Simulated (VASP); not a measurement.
# Cu in VASP: a series of runs

Runs on Cu. Level: PBE. Tasks: single point.

All numbers are computed with VASP 6.6.1; they aren't measurements. Logs are shortened: lines on timing, memory, paths and dates and some standing lists are left out, and cuts for length are marked.

## 1. The cell of the first run

Symmetry: Fd-3m, No. 227, cubic system. The conventional cell has a = 4.926 Å, b = 4.926 Å, c = 4.926 Å, α = 90.00°, β = 90.00°, γ = 90.00°. Cu (site symmetry -43m) has 4 Cu at 2.13 Å within 2.8 Å.

## 2. Single point, PBE

Input file INCAR:

```
SYSTEM = Cu
  PREC = Accurate
  ENCUT = 520
  EDIFF = 1E-6
  ISMEAR = -1
  SIGMA = 0.05
  LREAL = .FALSE.
  LASPH = .TRUE.
  NELM = 80
  ALGO = Normal
  ISIF = 2
  LWAVE = .FALSE.
  LCHARG = .FALSE.
  GGA = PE
  NBANDS = 18
```

Input file KPOINTS:

```
regular mesh
0
G
  11 11 11
  0 0 0
```

Input file POSCAR:

```
Cu
1.0
    0.0000000000      2.4627820114      2.4627820114
    2.4627820114      0.0000000000      2.4627820114
    2.4627820114      2.4627820114      0.0000000000
Cu
2
Direct
   -0.1250000000     -0.1250000000     -0.1250000000
    0.1250000000      0.1250000000      0.1250000000
```

Potentials or basis: VASP PAW PBE potentials, release 64 (Cu).

Command:

```sh
$ cat potpaw_PBE.64/Cu/POTCAR > POTCAR
$ mpirun -np 1 vasp_std > vasp.out
```

OUTCAR:

```text
SYSTEM = Cu
   PREC = Accurate
   ENCUT = 520
   EDIFF = 1E-6
   ISMEAR = -1
   LREAL = .FALSE.
   LASPH = .TRUE.
   NELM = 80
   ISIF = 2
   GGA = PE

 ion  position               nearest neighbor table
   1  0.875  0.875  0.875-   2 2.13   2 2.13   2 2.13   2 2.13
   2  0.125  0.125  0.125-   1 2.13   1 2.13   1 2.13   1 2.13

  LATTYP: Found a face centered cubic cell.
 ALAT       =     4.9255640228

  Lattice vectors:

 A1 = (   0.0000000000,   2.4627820114,   2.4627820114)
 A2 = (   2.4627820114,   0.0000000000,   2.4627820114)
 A3 = (   2.4627820114,   2.4627820114,   0.0000000000)

Analysis of symmetry for initial positions (statically):
=====================================================================
 Subroutine PRICEL returns:
 Original cell was already a primitive cell.

 Routine SETGRP: Setting up the symmetry group for a
 face centered cubic supercell.

 Subroutine GETGRP returns: Found 48 space group operations
 (whereof 12 operations were pure point group operations)
 out of a pool of 48 trial point group operations.

The static configuration has the point symmetry D_3d.
 The point group associated with its full space group is O_h .

Analysis of symmetry for dynamics (positions and initial velocities):
=====================================================================
 Subroutine PRICEL returns:
 Original cell was already a primitive cell.

 Routine SETGRP: Setting up the symmetry group for a
 face centered cubic supercell.

 Subroutine GETGRP returns: Found 48 space group operations
 (whereof 12 operations were pure point group operations)
 out of a pool of 48 trial point group operations.

The dynamic configuration has the point symmetry D_3d.
 The point group associated with its full space group is O_h .

 Subroutine INISYM returns: Found 48 space group operations
 (whereof 12 operations are pure point group operations),
 and found     1 'primitive' translations

----------------------------------------------------------------------------------------

                                     Primitive cell

  volume of cell :      29.8750

  direct lattice vectors                    reciprocal lattice vectors
     0.000000000  2.462782011  2.462782011    -0.203022435  0.203022435  0.203022435
     2.462782011  0.000000000  2.462782011     0.203022435 -0.203022435  0.203022435
     2.462782011  2.462782011  0.000000000     0.203022435  0.203022435 -0.203022435

  length of vectors
     3.482899722  3.482899722  3.482899722     0.351645172  0.351645172  0.351645172

  position of ions in fractional coordinates (direct lattice)
     0.875000000  0.875000000  0.875000000
     0.125000000  0.125000000  0.125000000

  ion indices of the primitive-cell ions
   primitive index   ion index
                 1           1
                 2           2

----------------------------------------------------------------------------------------

 KPOINTS: regular mesh

Automatic generation of k-mesh.
 Grid dimensions read from file:
 generate k-points for:   11   11   11

 Generating k-lattice:

  Cartesian coordinates                     Fractional coordinates (reciprocal lattice)
    -0.018456585  0.018456585  0.018456585     0.090909091  0.000000000  0.000000000
     0.018456585 -0.018456585  0.018456585     0.000000000  0.090909091  0.000000000
     0.018456585  0.018456585 -0.018456585     0.000000000  0.000000000  0.090909091

  Length of vectors
     0.031967743  0.031967743  0.031967743

  Shift w.r.t. Gamma in fractional coordinates (k-lattice)
     0.000000000  0.000000000  0.000000000

 Subroutine IBZKPT returns following result:
 ===========================================

 Found     56 irreducible k-points:

 Following reciprocal coordinates:
            Coordinates               Weight
  0.000000  0.000000  0.000000      1.000000
  0.090909  0.000000  0.000000      8.000000
  0.181818  0.000000  0.000000      8.000000
  0.272727  0.000000  0.000000      8.000000
  0.363636  0.000000  0.000000      8.000000
  0.454545  0.000000  0.000000      8.000000
[... 16 lines left out ...]
 -0.272727  0.181818  0.000000     24.000000
 -0.181818  0.181818  0.000000     12.000000
 [... further k-points ...]
   k-points           NKPTS =     56   k-points in BZ     NKDIM =     56   number of bands    NBANDS=     18
   number of dos      NEDOS =    301   number of ions     NIONS =      2
   total plane-waves  NPLWV =  21952
   dimension x,y,z NGX =    28 NGY =   28 NGZ =   28
   dimension x,y,z NGXF=    56 NGYF=   56 NGZF=   56
   ions per type =               2
   NGX,Y,Z   is equivalent  to a cutoff of  13.36, 13.36, 13.36 a.u.
   NGXF,Y,Z  is equivalent  to a cutoff of  26.73, 26.73, 26.73 a.u.
 SYSTEM =  Cu
   PREC   = accura    normal or accurate (medium, high low for compatibility)
   ISTART =      0    job   : 0-new  1-cont  2-samecut
   ICHARG =      2    charge: 1-file 2-atom 10-const
   ISPIN  =      1    spin polarized calculation?
   LNONCOLLINEAR =      F non collinear calculations
   LSORBIT =      F    spin-orbit coupling
   LASPH  =      T    aspherical Exc in radial PAW
   ENCUT  =  520.0 eV  38.22 Ry    6.18 a.u.   6.48  6.48  6.48*2*pi/ulx,y,z
   NELM   =     80;   NELMIN=  2; NELMDL= -5     # of ELM steps
   EDIFF  = 0.1E-05   stopping-criterion for ELM
   LREAL  =      F    real-space projection
   EDIFFG = 0.1E-04   stopping-criterion for IOM
   NSW    =      0    number of steps for IOM
   IBRION =     -1    ionic relax: 0-MD 1-quasi-New 2-CG
   NFREE  =      0    steps in history (QN), initial steepest desc. (CG)
   ISIF   =      2    stress and relaxation
   ISYM   =      2    0-nonsym 1-usesym 2-fastsym
   POTIM  = 0.5000    time-step for ionic-motion
   TEBEG  =    0.0;   TEEND  =   0.0 temperature during run
   PSTRESS=    0.0 pullay stress
   NELECT =      22.0000    total number of electrons
   NUPDOWN=      -1.0000    fix difference up-down
   EMIN   =  10.00;   EMAX   =-10.00  energy-range for DOS
   EFERMI =   0.00;   METHOD = LEGACY
   ISMEAR =    -1;   SIGMA  =   0.05  broadening in eV -4-tet -1-fermi 0-gaus
   EFERMI_NEDOS =   21; number of points for ismear=-14 and -15
   IALGO  =     38    algorithm
   IMIX   =      4    mixing-type and parameters
     AMIX     =   0.40;   BMIX     =  1.00
     AMIX_MAG =   1.60;   BMIX_MAG =  1.00
  volume/ion in A,a.u.               =      14.94       100.80
  Fermi-wavevector in a.u.,A,eV,Ry     =   1.478358  2.793692 29.736128  2.185544
  Thomas-Fermi vector in A             =   2.592649
   LORBIT       =      0    0 simple, 1 ext, 2 COOP (PROOUT), +10 PAW based schemes
   GGA     = PE    functional components
   LHFCALC =     F    Hartree Fock is set to
   AEXX    =    0.0000 exact exchange contribution
   IVDW    =     0    specifies the selected vdW correction
   LEPSILON=     F    determine dielectric tensor
   LRPA    =     F    only Hartree local field effects (RPA)
 non-spin polarized calculation
  energy-cutoff  :      520.00
  volume of cell :       29.88
 maximum number of plane-waves:       822
 NGX is ok and might be reduce to    28
   NGX = 13   NGY = 13   NGZ = 13

 number of electron      21.9999996 magnetization

 Free energy of the ion-electron system (eV)
  ---------------------------------------------------
  ext. energy  EPLUGINS =         0.00000000
  ---------------------------------------------------
  free energy    TOTEN  =        -4.86290558 eV

  energy without entropy =       -4.85560514  energy(sigma->0) =       -4.85925536

 E-fermi :   5.0764     XC(G=0): -11.1322

 val. band max:        5.0553320545   @ k =   0.4545   0.0000   0.0000
 cond. band min:       5.0836191505   @ k =  -0.3636   0.3636   0.0000
 fundamental gap:      0.0282870961
 Fermi energy:         5.0764131029

 k-point     1 :       0.0000    0.0000    0.0000
  band No.  band energies     occupation
      1      -2.6744      2.00000
      2       1.1348      2.00000
      3       1.1348      2.00000
      4       1.1700      2.00000
      5       1.1700      2.00000
      6       1.1700      2.00000
[... 10 lines left out ...]
     17      17.3112      0.00000
     18      19.9554      0.00000

 k-point     2 :       0.0909    0.0000    0.0000
  band No.  band energies     occupation
      1      -2.5171      2.00000
      2       1.0340      2.00000
      3       1.0340      2.00000
      4       1.1763      2.00000
      5       1.3004      2.00000
      6       1.3004      2.00000
[... 10 lines left out ...]
     17      18.2801      0.00000
     18      20.1320      0.00000

 k-point     3 :       0.1818    0.0000    0.0000
  band No.  band energies     occupation
      1      -2.0560      2.00000
      2       0.9719      2.00000
      3       0.9719      2.00000
      4       1.2005      2.00000
      5       1.4279      2.00000
      6       1.4279      2.00000
[... 10 lines left out ...]
     17      19.1010      0.00000
     18      20.0084      0.00000

 k-point     4 :       0.2727    0.0000    0.0000
  band No.  band energies     occupation
      1      -1.3331      2.00000
      2       0.9730      2.00000
      3       0.9730      2.00000
      4       1.2505      2.00000
      5       1.4746      2.00000
      6       1.4746      2.00000
[... 10 lines left out ...]
     17      18.6597      0.00000
     18      19.5793      0.00000

 k-point     5 :       0.3636    0.0000    0.0000
  band No.  band energies     occupation
      1      -0.4683      2.00000
      2       1.0345      2.00000
      3       1.0345      2.00000
      4       1.2898      2.00000
      5       1.4177      2.00000
      6       1.4177      2.00000
[... 10 lines left out ...]
     17      18.0447      0.00000
     18      19.2066      0.00000

 k-point     6 :       0.4545    0.0000    0.0000
  band No.  band energies     occupation
      1       0.2244      2.00000
      2       1.1382      2.00000
      3       1.1382      2.00000
      4       1.2235      2.00000
      5       1.3021      2.00000
      6       1.3021      2.00000
[... 10 lines left out ...]
     17      17.7043      0.00000
     18      19.0092      0.00000

 k-point     7 :       0.0909    0.0909    0.0000
  band No.  band energies     occupation
      1      -2.4644      2.00000
      2       0.9335      2.00000
      3       1.1814      2.00000
      4       1.1814      2.00000
      5       1.1891      2.00000
      6       1.3840      2.00000
[... 10 lines left out ...]
     17      19.5010      0.00000
     18      19.5010      0.00000

 k-point     8 :       0.1818    0.0909    0.0000
  band No.  band energies     occupation
      1      -2.1035      2.00000
      2       0.8506      2.00000
      3       1.1176      2.00000
      4       1.1960      2.00000
      5       1.3302      2.00000
      6       1.5082      2.00000
[... 10 lines left out ...]
     17      19.8901      0.00000
     18      20.6130      0.00000
[... 229 lines left out ...]
     17      21.4985      0.00000
     18      22.3407      0.00000

 k-point    20 :       0.4545    0.1818    0.0000
  band No.  band energies     occupation
      1       0.2274      2.00000
      2       0.7306      2.00000
      3       1.1807      2.00000
      4       1.1934      2.00000
      5       1.5349      2.00000
      6       1.6455      2.00000
[... 10 lines left out ...]
     17      20.6291      0.00000
     18      22.0136      0.00000

 k-point    21 :      -0.4545    0.1818    0.0000
  band No.  band energies     occupation
      1       0.6422      2.00000
      2       0.7819      2.00000
      3       1.0869      2.00000
      4       1.1663      2.00000
      5       1.5481      2.00000
      6       1.6171      2.00000
[... 10 lines left out ...]
     17      20.6899      0.00000
     18      22.9196      0.00000

 k-point    22 :      -0.3636    0.1818    0.0000
  band No.  band energies     occupation
      1       0.3555      2.00000
      2       0.9691      2.00000
      3       0.9753      2.00000
      4       1.2084      2.00000
      5       1.4206      2.00000
      6       1.7217      2.00000
[... 10 lines left out ...]
     17      20.5199      0.00000
     18      23.2441      0.00000

 k-point    23 :      -0.2727    0.1818    0.0000
  band No.  band energies     occupation
      1      -0.3189      2.00000
      2       0.8763      2.00000
      3       1.0817      2.00000
      4       1.2120      2.00000
      5       1.3674      2.00000
      6       1.7746      2.00000
[... 10 lines left out ...]
     17      20.3791      0.00000
     18      21.4625      0.00000

 k-point    24 :      -0.1818    0.1818    0.0000
  band No.  band energies     occupation
      1      -1.0928      2.00000
      2       0.8386      2.00000
      3       1.1293      2.00000
      4       1.1589      2.00000
      5       1.3977      2.00000
      6       1.7082      2.00000
[... 10 lines left out ...]
     17      20.1723      0.00000
     18      20.2093      0.00000

 [... further k-points ...]
[... 5 lines left out ...]
  --------------------------------------------------------------------------------------
  -------------------------------------------------------------------------------------
  Total        4.7551891      4.7551891      4.7551891     -0.0000000      0.0000000     -0.0000000
  in kB      255.0177793    255.0177793    255.0177793     -0.0000000      0.0000000     -0.0000000
  external PRESSURE =     255.0177793 kB  Pullay stress =       0.0000000 kB

 VOLUME and BASIS-vectors are now :
 -----------------------------------------------------------------------------
  energy-cutoff  :      520.00
  volume of cell :       29.88
      direct lattice vectors                 reciprocal lattice vectors
     0.000000000  2.462782011  2.462782011    -0.203022435  0.203022435  0.203022435
     2.462782011  0.000000000  2.462782011     0.203022435 -0.203022435  0.203022435
     2.462782011  2.462782011  0.000000000     0.203022435  0.203022435 -0.203022435

 POSITION                                       TOTAL-FORCE (eV/Angst)
 -----------------------------------------------------------------------------------
      4.30987      4.30987      4.30987        -0.000000      0.000000     -0.000000
      0.61570      0.61570      0.61570         0.000000     -0.000000      0.000000
 -----------------------------------------------------------------------------------
    total drift:                                0.000000      0.000000     -0.000000

  FREE ENERGIE OF THE ION-ELECTRON SYSTEM (eV)
  ---------------------------------------------------
  free  energy   TOTEN  =        -4.8629055818 eV

  energy  without entropy=       -4.8556051406  energy(sigma->0) =       -4.85925536
```

Run time: 12 s. Hardware: 1 thread of Intel Xeon 6975P-C (Granite Rapids), shared host; peak memory 0.16 GiB.

Results:

* Free energy: -4.8629 eV
* Pressure: 25.5 GPa
* Band gap on the k mesh: zero (band 11 reaches 5.58 eV, above the bottom of band 12 at 4.80 eV)

## 3. Single point, PBE

Input file INCAR:

```
PREC = Accurate
ENCUT = 520
EDIFF = 1E-6
ISMEAR = -1
SIGMA = 0.05
LREAL = False
LASPH = True
NELM = 80
ALGO = Normal
ISIF = 2
LWAVE = False
LCHARG = False
GGA = PE
NBANDS = 18
```

Input file KPOINTS:

```
Automatic mesh
0
Gamma
  11 11 11
```

POSCAR is that of step 2.

Potentials or basis: VASP PAW PBE potentials, release 64 (Cu).

Command:

```sh
$ cat potpaw_PBE.64/Cu/POTCAR > POTCAR
$ mpirun -np 1 vasp_std > vasp.out
```

It took 13 s on 1 thread of Intel Xeon 6975P-C (Granite Rapids), shared host; peak memory 0.16 GiB.

The run converged. Its results:

- Free energy: -4.8629 eV
- Pressure: 25.5 GPa
- Band gap on the k mesh: zero (band 11 reaches 5.58 eV, above the bottom of band 12 at 4.80 eV)

Levels at points of the mesh, in eV from the Fermi level:
```
           k point  band 7  band 8  band 9  band 10  band 11  band 12  band 13  band 14  band 15  band 16
(0.00, 0.00, 0.00)   -2.41   -2.41   -2.41    -1.45    -1.45    11.62    11.62    11.62    12.23    12.23
```

## 4. Single point, PBE (shortest bond scaled by 0.94)

Input file INCAR:

```
PREC = Accurate
ENCUT = 520
EDIFF = 1E-6
ISMEAR = -1
SIGMA = 0.05
LREAL = False
LASPH = True
NELM = 100
ALGO = Normal
ISIF = 2
LWAVE = False
LCHARG = True
GGA = PE
LELF = True
LVHAR = True
NBANDS = 18
```

Input file KPOINTS:

```
regular mesh
0
Gamma
  11 11 11
```

Input file POSCAR:

```
Cu
1.0
    0.0000000000      2.4627820114      2.4627820114
    2.4627820114      0.0000000000      2.4627820114
    2.4627820114      2.4627820114      0.0000000000
Cu
2
Direct
   -0.1475000000     -0.1175000000     -0.1175000000
    0.1475000000      0.1175000000      0.1175000000
```

Command:

```sh
$ cat potpaw_PBE.64/Cu/POTCAR > POTCAR
$ mpirun -np 1 vasp_std > vasp.out
```

Run time: 35 s. Hardware: 1 thread of Intel Xeon 6975P-C (Granite Rapids), shared host; peak memory 0.2 GiB.

It converged, with:

| Quantity | Value |
| --- | --- |
| Free energy | -4.7284 eV |
| Pressure | 27.2 GPa |
| Largest force | 2.316 eV/Å |
| Band gap on the k mesh | zero (band 11 reaches 5.55 eV, above the bottom of band 12 at 4.75 eV) |

Forces on the atoms (eV/Å):
```
Cu  -1.337  1.337  1.337
Cu   1.337 -1.337 -1.337
```

Stress tensor (GPa, compression positive):
```
27.17 -9.73 -9.73
-9.73 27.17  9.73
-9.73  9.73 27.17
```

Levels at points of the mesh, in eV from the Fermi level:
| k point | band 7 | band 8 | band 9 | band 10 | band 11 | band 12 | band 13 | band 14 | band 15 | band 16 |
| --- | --- | --- | --- | --- | --- | --- | --- | --- | --- | --- |
| (0.00, 0.00, 0.00) | -2.49 | -2.38 | -2.38 | -1.46 | -1.46 | 11.13 | 11.87 | 11.87 | 11.99 | 11.99 |

Caveat: the cell differs from its parent crystal (shortest bond scaled by 0.94); forces of over 1 eV/Å act on the atoms, so gaps and moduli don't describe the material at rest.
